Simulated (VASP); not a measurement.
A run of VASP 6.6.1 is set up as follows.

INCAR

```
ALGO = Normal
EDIFF = 1E-6
ENCUT = 520
GGA = CA
ISIF = 2
ISMEAR = 1
LASPH = True
LCHARG = False
LREAL = False
LWAVE = False
NBANDS = 11
NELM = 80
PREC = Accurate
SIGMA = 0.1
```

KPOINTS

```
k-points
0
Gamma
  10 10 10
```

POSCAR

```
Pd
1.0
    1.5262839237      1.5262839237      1.5262839237
   -1.5262839237      1.5262839237      1.5262839237
   -1.5262839237     -1.5262839237      1.5262839237
Pd
1
Direct
    0.0000000000      0.0000000000      0.0000000000
```

Potentials or basis: VASP PAW LDA potentials, release 64 (Pd).

The run is started by

```bash
$ cat potpaw_LDA.64/Pd/POTCAR > POTCAR
$ mpirun -np 1 vasp_std > vasp.out
```

Question: Predict the band gap on the k mesh.

Answer: Zero (band 5 reaches 10.86 eV, above the bottom of band 6 at 9.18 eV).

Question: Predict the pressure.

Answer: 0.3 GPa.
